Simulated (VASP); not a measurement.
Wanted: the native input for a VASP 6.6.1 run.

* Task: single point
* Functional: PBE
* Potentials or basis: VASP PAW PBE potentials, release 64 (K_sv, Br)
* Cutoff: 520 eV
* k mesh: 6 × 6 × 6
* Occupations: gaussian, width 0.05 eV
* Spin: no spin polarisation
* Dipole correction: no
* Further INCAR settings: ALGO = Normal; EDIFF = 1e-06; NBANDS = 15

The structure of KBr lies in POSCAR:

```
KBr
1.0
    4.0434990000      0.0000000000      0.0000000000
    0.0000000000      4.0434990000      0.0000000000
    0.0000000000      0.0000000000      4.0434990000
K Br
1 1
Direct
   -0.0463707299      0.0000000000      0.0000000000
    0.5000000000      0.5000000000      0.5000000000
```

This cell differs from its parent crystal: all K atoms moved +0.188 Å, as atom 1 towards its neighbour atom 1 (K) at 4.043 Å.

The input as run:

INCAR

```
SYSTEM = KBr
  ALGO = Normal
  EDIFF = 1E-6
  ENCUT = 520
  GGA = PE
  ISIF = 2
  ISMEAR = 0
  LASPH = .True.
  LCHARG = .True.
  LELF = .True.
  LREAL = .False.
  LVHAR = .True.
  LWAVE = .False.
  NBANDS = 15
  NELM = 80
  PREC = Accurate
  SIGMA = 0.05
```

KPOINTS

```
k-points
0
Gamma
  6 6 6
  0 0 0
```

Potentials or basis: VASP PAW PBE potentials, release 64 (K_sv, Br).

Run with:

```sh
$ cat potpaw_PBE.64/K_sv/POTCAR potpaw_PBE.64/Br/POTCAR > POTCAR
$ mpirun -np 1 vasp_std > vasp.out
```

It gave:

| Quantity | Value |
| --- | --- |
| Pressure | 0.1 GPa |
| Largest force | 0.105 eV/Å |
| Band gap on the k mesh | 3.87 eV, indirect (least direct gap 4.13 eV) |

Caveat: the cell differs from its parent crystal (all K atoms moved +0.188 Å, as atom 1 towards its neighbour atom 1 (K) at 4.043 Å).

Run time: 36 s on 1 thread of Intel(R) Xeon(R) Platinum 8259CL CPU @ 2.50GHz (Skylake/Cascade Lake) (shared host), peak memory 0.18 GiB.
